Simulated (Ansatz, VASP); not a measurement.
Mn2Ni in VASP and in Ansatz

```xyz
3
Lattice="0.0000 2.5968 2.5968 2.5968 0.0000 2.5968 2.5968 2.5968 0.0000" Properties=species:S:1:pos:R:3 pbc="T T T"
Mn    1.2984    1.2984    1.2984
Mn    3.8952    3.8952    3.8952
Ni    0.0000    0.0000    0.0000
```

Alike in both runs: task relaxation of cell and atoms; functional PBE; k mesh 6 × 6 × 6; occupations gaussian, width 0.1 eV; collinear spin.

```csv
,VASP,Ansatz
version,VASP 6.6.1,Ansatz 0.2.0
potentials or method,"VASP PAW PBE potentials, release 64 (Mn_pv, Ni), cutoff 600 eV","scalar-relativistic, plane waves, PAW"
valence electrons in the cell,36,48
```

```tsv
	VASP	Ansatz	Ansatz less VASP
gap on the k mesh at the Fermi level, each at its own relaxed structure (eV)	none	none	-
net moment per atom (μB)	2.69	2.68	-0.012
size of the moment on the site where the two differ most (μB)	3.58	3.46	-0.114
relaxed volume (Å³/atom)	15.31	15.25	-0.054
relaxed cell length with the largest relative difference (Å)	4.020	4.015	-0.0047
```

Site moments also hang on the region over which each program counts them. A gap of «none» marks a metal or a gap that the smearing closes. VASP's potentials hold 36 valence electrons a cell and Ansatz's 48, so a difference there can come from the potentials and not from the codes.

Noted on VASP's run: the volume moved by over 15 % at a fixed basis, so the end points are rough.
